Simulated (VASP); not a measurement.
A run of VASP 6.6.1 is set up as follows.

Contents of INCAR:

```
  PREC = Accurate
  ENCUT = 520
  EDIFF = 1E-6
  ISMEAR = -1
  SIGMA = 0.02
  LREAL = F
  LASPH = T
  NELM = 60
  ALGO = Normal
  ISIF = 2
  LWAVE = F
  LCHARG = F
  GGA = PE
  IVDW = 12
  NBANDS = 28
```

The input KPOINTS:

```
Automatic mesh
0
Gamma
  6 6 6
```

Contents of POSCAR:

```
SnO
1.0
    3.8352661208      0.0000000000      0.0000000000
    0.0000000000      3.8352661208      0.0000000000
    0.0000000000      0.0000000000      4.7605543944
Sn O
2 2
Direct
    0.5000000000      0.0000000000      0.2435793413
    0.0000000000      0.5000000000      0.7564206587
    0.0000000000      0.0000000000      0.0000000000
    0.5000000000      0.5000000000      0.0000000000
```

Potentials or basis: VASP PAW PBE potentials, release 64 (Sn_d, O).

Launch:

```console
$ cat potpaw_PBE.64/Sn_d/POTCAR potpaw_PBE.64/O/POTCAR > POTCAR
$ mpirun -np 1 vasp_std > vasp.out
```

**Question.** Estimate the pressure.

**Answer.** 0.2 GPa.

**Question.** Estimate the largest force.

**Answer.** 0.078 eV/Å.

Forces on the atoms (eV/Å):
```
Sn   0.000  0.000  0.078
Sn   0.000  0.000 -0.078
O    0.000  0.000  0.000
O    0.000  0.000  0.000
```
